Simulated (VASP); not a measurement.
# HfN in VASP: a series of runs, part 2 of 2

VASP 6.6.1.

### 5 Single point, PBE (atoms moved at random and the cell strained at random)

The input, INCAR:

```
SYSTEM = HfN
PREC     = Accurate       ! precision mode
ENCUT    = 600            ! plane-wave cutoff, eV
EDIFF    = 1E-6           ! SCF threshold, eV
ISMEAR   = 0              ! smearing method
SIGMA    = 0.05           ! smearing width, eV
LREAL    = .False.        ! projectors in reciprocal space
LASPH    = .True.         ! aspherical terms in the spheres
NELM     = 120            ! most SCF steps
ALGO     = Normal         ! electronic algorithm
ISIF     = 2              ! what is computed and relaxed
LWAVE    = .False.        ! write WAVECAR
LCHARG   = .False.        ! write CHGCAR
GGA      = PE             ! functional
NBANDS   = 14             ! bands
GGA_COMPAT= .False.
```

The input, KPOINTS:

```
Automatic mesh
0
Gamma
  14 14 12
  0 0 0
```

The input, POSCAR:

```
HfN
1.0
    3.0950545958     -0.0286201090     -0.0227054787
   -1.5723130393      2.7059151009     -0.0053923302
   -0.0213426198     -0.0181749569      2.9000534258
Hf N
1 1
Direct
    0.0105050960      0.0016691381     -0.0095946649
    0.6561615707      0.3316641952      0.5095946649
```

Potentials or basis: VASP PAW PBE potentials, release 64 (Hf_pv, N).

Run with:

```
$ cat potpaw_PBE.64/Hf_pv/POTCAR potpaw_PBE.64/N/POTCAR > POTCAR
$ mpirun -np 1 vasp_std > vasp.out
```

OUTCAR:

```text
SYSTEM = HfN
   PREC = Accurate
   ENCUT = 600
   EDIFF = 1E-6
   ISMEAR = 0
   LREAL = .False.
   LASPH = .True.
   NELM = 120
   ISIF = 2
   GGA = PE

 ion  position               nearest neighbor table
   1  0.011  0.002  0.990-   2 2.23   2 2.26   2 2.27   2 2.31   2 2.36   2 2.39
   2  0.656  0.332  0.510-   1 2.23   1 2.26   1 2.27   1 2.31   1 2.36   1 2.39

  LATTYP: Found a triclinic cell.
 ALAT       =     5.3835424977
 B/A-ratio  =     0.5721453479
 C/A-ratio  =     1.1431425861
 COS(alpha) =     0.0026816083
 COS(beta)  =     0.4454253764
 COS(gamma) =     0.8646549257

  Lattice vectors:

 A1 = (   0.0495714828,  -5.3832100928,   0.0334901391)
 A2 = (  -1.5227415565,  -2.6772949919,   0.0280978089)
 A3 = (   4.6887102549,  -2.7163602530,  -2.9173665743)

Analysis of symmetry for initial positions (statically):
=====================================================================
 Subroutine PRICEL returns:
 Original cell was already a primitive cell.

 Routine SETGRP: Setting up the symmetry group for a
 triclinic supercell.

 Subroutine GETGRP returns: Found  1 space group operations
 (whereof  1 operations were pure point group operations)
 out of a pool of  2 trial point group operations.

The static configuration has the point symmetry C_1 .

Analysis of symmetry for dynamics (positions and initial velocities):
=====================================================================
 Subroutine PRICEL returns:
 Original cell was already a primitive cell.

 Routine SETGRP: Setting up the symmetry group for a
 triclinic supercell.

 Subroutine GETGRP returns: Found  1 space group operations
 (whereof  1 operations were pure point group operations)
 out of a pool of  2 trial point group operations.

The dynamic configuration has the point symmetry C_1 .

 Subroutine INISYM returns: Found  1 space group operations
 (whereof  1 operations are pure point group operations),
 and found     1 'primitive' translations

----------------------------------------------------------------------------------------

                                     Primitive cell

  volume of cell :      24.1550

  direct lattice vectors                    reciprocal lattice vectors
     3.095054596 -0.028620109 -0.022705479     0.324867921  0.188776559  0.003573913
    -1.572313039  2.705915101 -0.005392330     0.003453213  0.371571978  0.002354096
    -0.021342620 -0.018174957  2.900053426     0.002549919  0.002168891  0.344853592

  length of vectors
     3.095270198  3.129564491  2.900188909     0.375750620  0.371595480  0.344869840

  position of ions in fractional coordinates (direct lattice)
     0.010505096  0.001669138  0.990405335
     0.656161571  0.331664195  0.509594665

  ion indices of the primitive-cell ions
   primitive index   ion index
                 1           1
                 2           2

----------------------------------------------------------------------------------------

 KPOINTS: Automatic mesh

Automatic generation of k-mesh.
 Grid dimensions read from file:
 generate k-points for:   14   14   12

[... 42 lines left out ...]
 -0.000000  0.142857  0.000000      2.000000
  0.071429  0.142857  0.000000      2.000000
 [... further k-points ...]
   k-points           NKPTS =   1180   k-points in BZ     NKDIM =   1180   number of bands    NBANDS=     14
   number of dos      NEDOS =    301   number of ions     NIONS =      2
   total plane-waves  NPLWV =  18816
   dimension x,y,z NGX =    28 NGY =   28 NGZ =   24
   dimension x,y,z NGXF=    56 NGYF=   56 NGZF=   48
   ions per type =               1   1
   NGX,Y,Z   is equivalent  to a cutoff of  15.04, 14.87, 13.76 a.u.
   NGXF,Y,Z  is equivalent  to a cutoff of  30.08, 29.75, 27.51 a.u.
 SYSTEM =  HfN
   PREC   = accura    normal or accurate (medium, high low for compatibility)
   ISTART =      0    job   : 0-new  1-cont  2-samecut
   ICHARG =      2    charge: 1-file 2-atom 10-const
   ISPIN  =      1    spin polarized calculation?
   LNONCOLLINEAR =      F non collinear calculations
   LSORBIT =      F    spin-orbit coupling
   LASPH  =      T    aspherical Exc in radial PAW
   ENCUT  =  600.0 eV  44.10 Ry    6.64 a.u.   6.18  6.25  5.79*2*pi/ulx,y,z
   NELM   =    120;   NELMIN=  2; NELMDL= -5     # of ELM steps
   EDIFF  = 0.1E-05   stopping-criterion for ELM
   LREAL  =      F    real-space projection
   EDIFFG = 0.1E-04   stopping-criterion for IOM
   NSW    =      0    number of steps for IOM
   IBRION =     -1    ionic relax: 0-MD 1-quasi-New 2-CG
   NFREE  =      0    steps in history (QN), initial steepest desc. (CG)
   ISIF   =      2    stress and relaxation
   ISYM   =      2    0-nonsym 1-usesym 2-fastsym
   POTIM  = 0.5000    time-step for ionic-motion
   TEBEG  =    0.0;   TEEND  =   0.0 temperature during run
   PSTRESS=    0.0 pullay stress
   NELECT =      15.0000    total number of electrons
   NUPDOWN=      -1.0000    fix difference up-down
   EMIN   =  10.00;   EMAX   =-10.00  energy-range for DOS
   EFERMI =   0.00;   METHOD = LEGACY
   ISMEAR =     0;   SIGMA  =   0.05  broadening in eV -4-tet -1-fermi 0-gaus
   EFERMI_NEDOS =   21; number of points for ismear=-14 and -15
   IALGO  =     38    algorithm
   IMIX   =      4    mixing-type and parameters
     AMIX     =   0.40;   BMIX     =  1.00
     AMIX_MAG =   1.60;   BMIX_MAG =  1.00
  volume/ion in A,a.u.               =      12.08        81.50
  Fermi-wavevector in a.u.,A,eV,Ry     =   1.396698  2.639377 26.541786  1.950766
  Thomas-Fermi vector in A             =   2.520027
   LORBIT       =      0    0 simple, 1 ext, 2 COOP (PROOUT), +10 PAW based schemes
   GGA     = PE    functional components
   LHFCALC =     F    Hartree Fock is set to
   AEXX    =    0.0000 exact exchange contribution
   IVDW    =     0    specifies the selected vdW correction
   LEPSILON=     F    determine dielectric tensor
   LRPA    =     F    only Hartree local field effects (RPA)
 non-spin polarized calculation
 Gauss-broadening in eV      SIGMA  =   0.05
  energy-cutoff  :      600.00
  volume of cell :       24.16
 maximum number of plane-waves:       821
 NGX is ok and might be reduce to    28
   NGX = 13   NGY = 13   NGZ = 11

 number of electron      15.0000000 magnetization

 Free energy of the ion-electron system (eV)
  ---------------------------------------------------
  ext. energy  EPLUGINS =         0.00000000
  ---------------------------------------------------
  free energy    TOTEN  =       -20.93744260 eV

  energy without entropy =      -20.93532020  energy(sigma->0) =      -20.93638140

 E-fermi :   6.8954     XC(G=0): -12.4458

 val. band max:        6.8950923179   @ k =   0.3571  -0.2857   0.3333
 cond. band min:       6.8971816573   @ k =   0.1429   0.2857   0.5000
 fundamental gap:      0.0020893394
 Fermi energy:         6.8954359323

 k-point     1 :       0.0000    0.0000    0.0000
  band No.  band energies     occupation
      1     -23.4167      2.00000
      2     -23.3822      2.00000
      3     -23.1867      2.00000
      4      -9.2493      2.00000
      5       3.2243      2.00000
      6       3.5161      2.00000
      7       4.4967      2.00000
      8       5.4507      2.00000
      9       8.8700      0.00000
     10      11.6290      0.00000
     11      11.8394      0.00000
     12      12.8231      0.00000
     13      12.9406      0.00000
     14      19.8934      0.00000
[... 377 lines left out ...]
      1     -23.7006      2.00000
      2     -23.4710      2.00000
      3     -23.1491      2.00000
      4      -8.6521      2.00000
      5       1.9960      2.00000
      6       3.6970      2.00000
      7       4.5317      2.00000
      8       5.3870      2.00000
      9      10.4156      0.00000
     10      11.0565      0.00000
     11      12.0203      0.00000
     12      12.5765      0.00000
     13      13.4238      0.00000
     14      19.9589      0.00000

 [... further k-points ...]

------------------------ aborting loop because EDIFF is reached ----------------------------------------

  FORCE on cell =-STRESS in cart. coord.  units (eV):
  Direction    XX          YY          ZZ          XY          YZ          ZX
  --------------------------------------------------------------------------------------
  -------------------------------------------------------------------------------------
  Total        0.0030380     -0.2365052      0.1751825      0.5742070      0.1684241      0.1274507
  in kB        0.2015101    -15.6871226     11.6196611     38.0865076     11.1713814      8.4536601
  external PRESSURE =      -1.2886505 kB  Pullay stress =       0.0000000 kB

 VOLUME and BASIS-vectors are now :
 -----------------------------------------------------------------------------
  energy-cutoff  :      600.00
  volume of cell :       24.16
      direct lattice vectors                 reciprocal lattice vectors
     3.095054596 -0.028620109 -0.022705479     0.324867921  0.188776559  0.003573913
    -1.572313039  2.705915101 -0.005392330     0.003453213  0.371571978  0.002354096
    -0.021342620 -0.018174957  2.900053426     0.002549919  0.002168891  0.344853592

 POSITION                                       TOTAL-FORCE (eV/Angst)
 -----------------------------------------------------------------------------------
      0.00875     -0.01378      2.87198        -0.449231     -0.085689      0.521076
      1.49850      0.86941      1.46116         0.449231      0.085689     -0.521076
 -----------------------------------------------------------------------------------
    total drift:                               -0.000015     -0.000083     -0.000019

  FREE ENERGIE OF THE ION-ELECTRON SYSTEM (eV)
  ---------------------------------------------------
  free  energy   TOTEN  =       -20.9374425958 eV

  energy  without entropy=      -20.9353201990  energy(sigma->0) =      -20.93638140
```

Run time: 5.4 min. Hardware: 1 thread of Intel Xeon Platinum 8259CL at 2.50GHz (Skylake/Cascade Lake), shared host; peak memory 0.59 GiB.

Results:

| Property | Result |
| --- | --- |
| Free energy | -20.9374 eV |
| Pressure | -0.1 GPa |
| Largest force | 0.693 eV/Å |

Forces on the atoms (eV/Å):
```
Hf  -0.449 -0.086  0.521
N    0.449  0.086 -0.521
```

Caveat: the cell differs from its parent crystal (atoms moved at random and the cell strained at random); spin-orbit coupling is left out, which moves the levels of the heavy elements.

### 6 Overview

| task | cell | gap on the mesh (eV) | pressure (GPa) | largest force (eV/Å) |
| --- | --- | --- | --- | --- |
| relaxation of shape and atoms at fixed volume | relaxed from a = 3.173, b = 3.173, c = 2.973 Å, angles 90.0, 90.0, 120.0°, 2 atoms | none | -15.6 | - |
| relaxation of shape and atoms at fixed volume | relaxed from a = 3.205, b = 3.205, c = 2.997 Å, angles 90.0, 90.0, 120.0°, 2 atoms | none | -20.1 | - |
| single point | a = 3.099, b = 3.099, c = 2.913 Å, angles 90.0, 90.0, 120.0°, 2 atoms | none | -0.6 | 0.85 |
| single point | a = 3.095, b = 3.130, c = 2.900 Å, angles 90.2, 90.8, 120.7°, 2 atoms | none | -0.1 | 0.69 |

Alike in all rows: level PBE; potentials or basis VASP PAW PBE potentials, release 64 (Hf_pv, N); no spin polarisation; k mesh 14 × 14 × 12; cutoff (eV) 600; smearing gaussian 0.05 eV.

Caveats: spin-orbit coupling is left out, which moves the levels of the heavy elements.

Absolute energies hang on the potentials; compare differences alone.
